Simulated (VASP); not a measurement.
A run of VASP 6.6.1 is set up as follows.

File INCAR:

```
ALGO = Normal
EDIFF = 1E-6
ENCUT = 520
GGA = PS
ISIF = 2
ISMEAR = 0
LASPH = T
LCHARG = F
LREAL = F
LWAVE = F
NBANDS = 16
NELM = 60
PREC = Accurate
SIGMA = 0.05
```

The input KPOINTS:

```
k-points
0
Gamma
  12 12 6
```

The input POSCAR:

```
BN
1.0
    2.5539396017      0.0000000000      0.0000000000
   -1.2769698009      2.2117765748      0.0000000000
    0.0000000000      0.0000000000      4.2268550000
B N
2 2
Direct
    0.6666666667      0.3333333333      0.9997240000
    0.3333333333      0.6666666667      0.4997240000
    0.6666666667      0.3333333333      0.6252760000
    0.3333333333      0.6666666667      0.1252760000
```

Potentials or basis: VASP PAW PBE potentials, release 64 (B, N).

Launch:

```console
$ cat potpaw_PBE.64/B/POTCAR potpaw_PBE.64/N/POTCAR > POTCAR
$ mpirun -np 1 vasp_std > vasp.out
```

(1) What does it give for the largest force?

(2) Estimate the pressure.

(3) Estimate the band gap on the k mesh.

## Answers

(1) 0.010 eV/Å.

(2) -5.4 GPa.

(3) 4.97 eV, indirect (least direct gap 8.15 eV).

Caveat: the PAW data sets were made with another functional, which shifts forces and pressure a little.
